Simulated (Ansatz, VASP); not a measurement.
Two plane-wave programs on Zr

```xyz
1
Lattice="2.8253 0.0000 0.0000 0.0000 2.8253 0.0000 0.0000 0.0000 2.8253" Properties=species:S:1:pos:R:3 pbc="T T T"
Zr    0.0000    0.0000    0.0000
```

Alike in both runs: task single point; functional r2SCAN; k mesh 12 × 12 × 12; occupations fermi-dirac, width 0.1 eV; no spin polarisation.

```csv
,VASP,Ansatz
version,VASP 6.6.1,Ansatz 0.2.0
potentials or method,"VASP PAW PBE potentials, release 64 (Zr_sv), cutoff 550 eV","plane waves (500 eV) with PAW, scalar-relativistic"
valence electrons in the cell,12,12
```

```tsv
	VASP	Ansatz	Ansatz less VASP
pressure (GPa)	6.8	6.7	-0.10
```

VASP's potentials were made for PBE, not for r2SCAN.
